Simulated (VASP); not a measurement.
# CsW (F-43m) in VASP: a series of runs

Runs on CsW. Level: PBE. Tasks: relaxation of cell and atoms.

Everything below comes from runs of VASP 6.6.1. Logs are shortened: lines on timing, memory, paths and dates and some standing lists are left out, and cuts for length are marked.

## Step 1: The cell of the first run

Symmetry: F-43m, No. 216, cubic system. The conventional cell has a = 6.309 Å, b = 6.309 Å, c = 6.309 Å, α = 90.00°, β = 90.00°, γ = 90.00°. Cs (site symmetry -43m) has 4 W at 2.73 Å within 3.6 Å. W (site symmetry -43m) has 4 Cs at 2.73 Å within 3.6 Å.

## Step 2: Relaxation of cell and atoms, PBE

File INCAR:

```
PREC     = Accurate       # precision mode
ENCUT    = 500            # plane-wave cutoff, eV
EDIFF    = 1E-7           # SCF threshold, eV
ISMEAR   = 0              # smearing method
SIGMA    = 0.1            # smearing width, eV
LREAL    = F              # projectors in reciprocal space
LASPH    = T              # aspherical terms in the spheres
NELM     = 120            # most SCF steps
ALGO     = Normal         # electronic algorithm
ISIF     = 3              # what is computed and relaxed
LWAVE    = F              # write WAVECAR
LCHARG   = F              # write CHGCAR
GGA      = PE             # functional
IBRION   = 2              # ionic algorithm
NSW      = 100            # ionic steps
EDIFFG   = -0.01          # ionic threshold
GGA_COMPAT= F            
NELMIN   = 4
```

File KPOINTS:

```
Automatic mesh
0
Gamma
  16 16 16
```

File POSCAR:

```
CsW
1.0
    0.0000000000      3.1544410999      3.1544410999
    3.1544410999      0.0000000000      3.1544410999
    3.1544410999      3.1544410999      0.0000000000
Cs W
1 1
Direct
    0.0000000000      0.0000000000      0.0000000000
    0.7500000000      0.7500000000      0.7500000000
```

Potentials or basis: VASP PAW PBE potentials, release 64 (Cs_sv, W_sv).

The run is started by

```console
$ cat potpaw_PBE.64/Cs_sv/POTCAR potpaw_PBE.64/W_sv/POTCAR > POTCAR
$ mpirun -np 1 vasp_std > vasp.out
```

OUTCAR:

```text
PREC = Accurate
   ENCUT = 500
   EDIFF = 1E-7
   ISMEAR = 0
   LREAL = F
   LASPH = T
   NELM = 120
   ISIF = 3
   GGA = PE
   IBRION = 2
   NSW = 100
   EDIFFG = -0.01
   NELMIN = 4

 ion  position               nearest neighbor table
   1  0.000  0.000  0.000-   2 2.73   2 2.73   2 2.73   2 2.73
   2  0.750  0.750  0.750-   1 2.73   1 2.73   1 2.73   1 2.73

  LATTYP: Found a face centered cubic cell.
 ALAT       =     6.3088821998

  Lattice vectors:

 A1 = (   0.0000000000,   3.1544410999,   3.1544410999)
 A2 = (   3.1544410999,   0.0000000000,   3.1544410999)
 A3 = (   3.1544410999,   3.1544410999,   0.0000000000)

Analysis of symmetry for initial positions (statically):
=====================================================================
 Subroutine PRICEL returns:
 Original cell was already a primitive cell.

 Routine SETGRP: Setting up the symmetry group for a
 face centered cubic supercell.

 Subroutine GETGRP returns: Found 24 space group operations
 (whereof 24 operations were pure point group operations)
 out of a pool of 48 trial point group operations.

The static configuration has the point symmetry T_d .

Analysis of symmetry for dynamics (positions and initial velocities):
=====================================================================
 Subroutine PRICEL returns:
 Original cell was already a primitive cell.

 Routine SETGRP: Setting up the symmetry group for a
 face centered cubic supercell.

 Subroutine GETGRP returns: Found 24 space group operations
 (whereof 24 operations were pure point group operations)
 out of a pool of 48 trial point group operations.

The dynamic configuration has the point symmetry T_d .

 Subroutine INISYM returns: Found 24 space group operations
 (whereof 24 operations are pure point group operations),
 and found     1 'primitive' translations

----------------------------------------------------------------------------------------

                                     Primitive cell

  volume of cell :      62.7765

  direct lattice vectors                    reciprocal lattice vectors
     0.000000000  3.154441100  3.154441100    -0.158506684  0.158506684  0.158506684
     3.154441100  0.000000000  3.154441100     0.158506684 -0.158506684  0.158506684
     3.154441100  3.154441100  0.000000000     0.158506684  0.158506684 -0.158506684

  length of vectors
     4.461053385  4.461053385  4.461053385     0.274541631  0.274541631  0.274541631

  position of ions in fractional coordinates (direct lattice)
     0.000000000  0.000000000  0.000000000
     0.750000000  0.750000000  0.750000000

  ion indices of the primitive-cell ions
   primitive index   ion index
                 1           1
                 2           2

----------------------------------------------------------------------------------------

 KPOINTS: Automatic mesh

Automatic generation of k-mesh.
 Grid dimensions read from file:
 generate k-points for:   16   16   16

 Generating k-lattice:

  Cartesian coordinates                     Fractional coordinates (reciprocal lattice)
    -0.009906668  0.009906668  0.009906668     0.062500000  0.000000000  0.000000000
     0.009906668 -0.009906668  0.009906668     0.000000000  0.062500000  0.000000000
     0.009906668  0.009906668 -0.009906668     0.000000000  0.000000000  0.062500000

  Length of vectors
     0.017158852  0.017158852  0.017158852

  Shift w.r.t. Gamma in fractional coordinates (k-lattice)
     0.000000000  0.000000000  0.000000000

 Subroutine IBZKPT returns following result:
 ===========================================

 Found    145 irreducible k-points:

 Following reciprocal coordinates:
            Coordinates               Weight
  0.000000  0.000000  0.000000      1.000000
  0.062500  0.000000  0.000000      8.000000
  0.125000  0.000000  0.000000      8.000000
  0.187500  0.000000  0.000000      8.000000
  0.250000  0.000000  0.000000      8.000000
  0.312500  0.000000  0.000000      8.000000
[... 16 lines left out ...]
 -0.125000  0.062500  0.000000     24.000000
 -0.062500  0.062500  0.000000     12.000000
 [... further k-points ...]
   k-points           NKPTS =    145   k-points in BZ     NKDIM =    145   number of bands    NBANDS=     15
   number of dos      NEDOS =    301   number of ions     NIONS =      2
   total plane-waves  NPLWV =  46656
   dimension x,y,z NGX =    36 NGY =   36 NGZ =   36
   dimension x,y,z NGXF=    72 NGYF=   72 NGZF=   72
   ions per type =               1   1
   NGX,Y,Z   is equivalent  to a cutoff of  13.42, 13.42, 13.42 a.u.
   NGXF,Y,Z  is equivalent  to a cutoff of  26.83, 26.83, 26.83 a.u.
 SYSTEM =  unknown system
   PREC   = accura    normal or accurate (medium, high low for compatibility)
   ISTART =      0    job   : 0-new  1-cont  2-samecut
   ICHARG =      2    charge: 1-file 2-atom 10-const
   ISPIN  =      1    spin polarized calculation?
   LNONCOLLINEAR =      F non collinear calculations
   LSORBIT =      F    spin-orbit coupling
   LASPH  =      T    aspherical Exc in radial PAW
   ENCUT  =  500.0 eV  36.75 Ry    6.06 a.u.   8.13  8.13  8.13*2*pi/ulx,y,z
   NELM   =    120;   NELMIN=  4; NELMDL= -5     # of ELM steps
   EDIFF  = 0.1E-06   stopping-criterion for ELM
   LREAL  =      F    real-space projection
   EDIFFG = -.1E-01   stopping-criterion for IOM
   NSW    =    100    number of steps for IOM
   IBRION =      2    ionic relax: 0-MD 1-quasi-New 2-CG
   NFREE  =      1    steps in history (QN), initial steepest desc. (CG)
   ISIF   =      3    stress and relaxation
   ISYM   =      2    0-nonsym 1-usesym 2-fastsym
   POTIM  = 0.5000    time-step for ionic-motion
   TEBEG  =    0.0;   TEEND  =   0.0 temperature during run
   PSTRESS=    0.0 pullay stress
   NELECT =      23.0000    total number of electrons
   NUPDOWN=      -1.0000    fix difference up-down
   EMIN   =  10.00;   EMAX   =-10.00  energy-range for DOS
   EFERMI =   0.00;   METHOD = LEGACY
   ISMEAR =     0;   SIGMA  =   0.10  broadening in eV -4-tet -1-fermi 0-gaus
   EFERMI_NEDOS =   21; number of points for ismear=-14 and -15
   IALGO  =     38    algorithm
   IMIX   =      4    mixing-type and parameters
     AMIX     =   0.40;   BMIX     =  1.00
     AMIX_MAG =   1.60;   BMIX_MAG =  1.00
  volume/ion in A,a.u.               =      31.39       211.82
  Fermi-wavevector in a.u.,A,eV,Ry     =   1.171435  2.213692 18.670744  1.372261
  Thomas-Fermi vector in A             =   2.307879
   LORBIT       =      0    0 simple, 1 ext, 2 COOP (PROOUT), +10 PAW based schemes
   GGA     = PE    functional components
   LHFCALC =     F    Hartree Fock is set to
   AEXX    =    0.0000 exact exchange contribution
   IVDW    =     0    specifies the selected vdW correction
   LEPSILON=     F    determine dielectric tensor
   LRPA    =     F    only Hartree local field effects (RPA)
 conjugate gradient relaxation of ions
 non-spin polarized calculation
 Gauss-broadening in eV      SIGMA  =   0.10
  energy-cutoff  :      500.00
  volume of cell :       62.78
 maximum number of plane-waves:      1639
 NGX is ok and might be reduce to    36
   NGX = 17   NGY = 17   NGZ = 17

--------------------------------------- Ionic step        1  -------------------------------------------

 number of electron      23.0000001 magnetization

 Free energy of the ion-electron system (eV)
  ---------------------------------------------------
  ext. energy  EPLUGINS =         0.00000000
  ---------------------------------------------------
  free energy    TOTEN  =        -4.96437764 eV

  energy without entropy =       -4.94385998  energy(sigma->0) =       -4.95411881

------------------------ aborting loop because EDIFF is reached ----------------------------------------

  FORCE on cell =-STRESS in cart. coord.  units (eV):
  Direction    XX          YY          ZZ          XY          YZ          ZX
  --------------------------------------------------------------------------------------
  -------------------------------------------------------------------------------------
  Total        0.6686074      0.6686074      0.6686074      0.0000000      0.0000000      0.0000000
  in kB       17.0641432     17.0641432     17.0641432      0.0000000      0.0000000      0.0000000
  external PRESSURE =      17.0641432 kB  Pullay stress =       0.0000000 kB
[... 93 lines left out ...]
  energy  without entropy=       -4.9689286668  energy(sigma->0) =       -4.97792286

--------------------------------------- Ionic step        4  -------------------------------------------

 number of electron      23.0000000 magnetization

 Free energy of the ion-electron system (eV)
  ---------------------------------------------------
  ext. energy  EPLUGINS =         0.00000000
  ---------------------------------------------------
  free energy    TOTEN  =        -4.98699594 eV

  energy without entropy =       -4.96892107  energy(sigma->0) =       -4.97795851

 E-fermi :   3.6539     XC(G=0):  -9.4548

 val. band max:        3.6501012502   @ k =  -0.1875   0.3125   0.1250
 cond. band min:       3.6549394372   @ k =   0.5000   0.3750   0.0625
 fundamental gap:      0.0048381870
 Fermi energy:         3.6538691300

 k-point     1 :       0.0000    0.0000    0.0000
  band No.  band energies     occupation
      1     -70.3392      2.00000
      2     -34.6112      2.00000
      3     -34.6112      2.00000
      4     -34.6112      2.00000
      5     -19.0699      2.00000
      6      -6.0773      2.00000
      7      -6.0773      2.00000
      8      -6.0773      2.00000
      9       1.0241      2.00000
     10       2.7108      2.00000
     11       2.7108      2.00000
     12       4.5773      0.00000
     13       4.5773      0.00000
     14       4.5773      0.00000
     15       6.9177      0.00000
[... 397 lines left out ...]
 k-point    24 :      -0.0625    0.0625    0.0000
  band No.  band energies     occupation
      1     -70.3391      2.00000
      2     -34.6121      2.00000
      3     -34.6114      2.00000
      4     -34.6113      2.00000
      5     -19.0582      2.00000
      6      -6.1435      2.00000
      7      -6.0748      2.00000
      8      -6.0720      2.00000
      9       1.2508      2.00000
     10       2.6301      2.00000
     11       2.7169      2.00000
     12       4.4567      0.00000
     13       4.4980      0.00000
     14       4.6520      0.00000
     15       6.5847      0.00000

 [... further k-points ...]

------------------------ aborting loop because EDIFF is reached ----------------------------------------

  FORCE on cell =-STRESS in cart. coord.  units (eV):
  Direction    XX          YY          ZZ          XY          YZ          ZX
  --------------------------------------------------------------------------------------
  -------------------------------------------------------------------------------------
  Total       -0.0023246     -0.0023246     -0.0023246     -0.0000000     -0.0000000      0.0000000
  in kB       -0.0551899     -0.0551899     -0.0551899     -0.0000000     -0.0000000      0.0000000
  external PRESSURE =      -0.0551899 kB  Pullay stress =       0.0000000 kB
[... 17 lines left out ...]
  FREE ENERGIE OF THE ION-ELECTRON SYSTEM (eV)
  ---------------------------------------------------
  free  energy   TOTEN  =        -4.9869959381 eV

  energy  without entropy=       -4.9689210741  energy(sigma->0) =       -4.97795851

 reached required accuracy - stopping structural energy minimisation
```

Wall time 10 min (1 thread of Oxide Virtual Turin-like, shared host); peak memory 0.28 GiB.

What came out:

- Free energy: -4.9870 eV
- Relaxed volume: 33.74 Å³/atom
- Relaxed cell: a = 4.570 Å, b = 4.570 Å, c = 4.570 Å, α = 60.00°, β = 60.00°, γ = 60.00°
- Space group after relaxing (to 0.1 Å): F-43m (No. 216)
- Energy gained by relaxing: 11.3 meV/atom
- Ionic steps: 4
- Pressure after relaxing: 0.0 GPa
- Band gap on the k mesh: zero (an odd number of electrons rules out a gap without spin polarisation)

Step by step:
| step | energy change (eV) | largest force (eV/Å) | pressure (GPa) | volume (Å³) |
| --- | --- | --- | --- | --- |
| 1 | 0.0000 | 0.0000 | 1.71 | 62.78 |
| 2 | -0.0203 | 0.0000 | 0.48 | 65.86 |
| 3 | -0.0225 | 0.0000 | -0.08 | 67.77 |
| 4 | -0.0226 | 0.0000 | -0.01 | 67.48 |

Final structure:
```yaml
crystal:
  lattice:
    - [0.00000, 3.23141, 3.23141]
    - [3.23141, 0.00000, 3.23141]
    - [3.23141, 3.23141, 0.00000]
  atoms:
    - { symbol: Cs, position: [0.00000, 0.00000, 0.00000] }
    - { symbol: W, position: [0.75000, 0.75000, 0.75000] }
```

Caveat: spin-orbit coupling is left out, which moves the levels of the heavy elements.

## Step 3: Relaxation of cell and atoms, PBE

This run uses another cell than the first one, of 90.24 Å³/atom.

File INCAR:

```
SYSTEM = CsW
ALGO = Normal
EDIFF = 1E-7
EDIFFG = -0.01
ENCUT = 500
GGA = PE
GGA_COMPAT = .False.
IBRION = 2
ISIF = 3
ISMEAR = 0
LASPH = .True.
LCHARG = .False.
LREAL = .False.
LWAVE = .False.
NELM = 120
NELMIN = 4
NSW = 100
PREC = Accurate
SIGMA = 0.1
```

File KPOINTS:

```
k-points
0
Gamma
  12 12 12
  0 0 0
```

File POSCAR:

```
CsW
1.0
    0.0000000000      4.4853613700      4.4853613700
    4.4853613700      0.0000000000      4.4853613700
    4.4853613700      4.4853613700      0.0000000000
Cs W
1 1
Direct
    0.0000000000      0.0000000000      0.0000000000
    0.7500000000      0.7500000000      0.7500000000
```

Potentials or basis: VASP PAW PBE potentials, release 64 (Cs_sv, W_sv).

The run is started by

```console
$ cat potpaw_PBE.64/Cs_sv/POTCAR potpaw_PBE.64/W_sv/POTCAR > POTCAR
$ mpirun -np 1 vasp_std > vasp.out
```

It took 47 min on 1 thread of Oxide Virtual Turin-like, shared host; peak memory 0.48 GiB.

It converged, with:

```yaml
Free_energy: -4.9948 eV
Relaxed_volume: 33.80 Å³/atom
Relaxed_cell: a = 4.572 Å, b = 4.572 Å, c = 4.572 Å, α = 60.00°, β = 60.00°, γ = 60.00°
Space_group_after_relaxing_to_0.1_Å: F-43m (No. 216)
Pressure_after_relaxing: 0.0 GPa
Band_gap_on_the_k_mesh: zero (an odd number of electrons rules out a gap without spin polarisation)
```

Final structure:
```
Cs W
1.0
     0.00000    3.23319    3.23319
     3.23319    0.00000    3.23319
     3.23319    3.23319    0.00000
Cs W
1 1
Direct
  0.00000 0.00000 0.00000
  0.75000 0.75000 0.75000
```

Levels at points of the mesh, in eV from the Fermi level:
```
           k point  band 8  band 9  band 10  band 11  band 12  band 13  band 14  band 15
(0.00, 0.00, 0.00)   -9.73   -2.63    -0.94    -0.94     0.92     0.92     0.92     3.26
(0.50, 0.00, 0.00)   -9.68   -1.02    -0.76    -0.76    -0.41     0.11     0.11     3.11
(0.50, 0.50, 0.00)   -9.67   -1.68    -1.54    -0.20    -0.20    -0.11     1.72     2.34
```

Caveat: the volume moved by over 15 % at a fixed basis, so the end points are rough; spin-orbit coupling is left out, which moves the levels of the heavy elements.
